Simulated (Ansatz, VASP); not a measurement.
# CsOs: VASP beside Ansatz

```
CELL_PARAMETERS angstrom
2.99346 0.00000 0.00000
0.00000 2.99346 0.00000
0.00000 0.00000 6.00208
ATOMIC_POSITIONS crystal
Cs 0.50000 0.50000 0.50000
Os 0.00000 0.00000 0.00000
```

Alike in both runs: functional PBE; k mesh 18 × 18 × 10; occupations gaussian, width 0.1 eV; no spin polarisation.

Ansatz relaxed the structure, and its values are those at the end. VASP's run is a single point on that final structure, the one shown.

|  | VASP | Ansatz |
| --- | --- | --- |
| version | VASP 6.6.1 | Ansatz 0.2.0 |
| potentials or method | VASP PAW PBE potentials, release 64 (Cs_sv, Os), cutoff 520 eV | scalar-relativistic, plane waves, PAW |
| valence electrons in the cell | 17 | 25 |

Ansatz gave:

| Item | Value |
| --- | --- |
| gap on the k mesh at the Fermi level (eV) | none |
| pressure (GPa) | 0.0 |

Task: Which values does VASP return?

Result: gap on the k mesh at the Fermi level (eV): none; pressure (GPa): 0.5.

A gap of «none» marks a metal or a gap that the smearing closes. VASP's potentials hold 17 valence electrons a cell and Ansatz's 25, so a difference there can come from the potentials and not from the codes.

Neither program's run includes spin-orbit coupling.
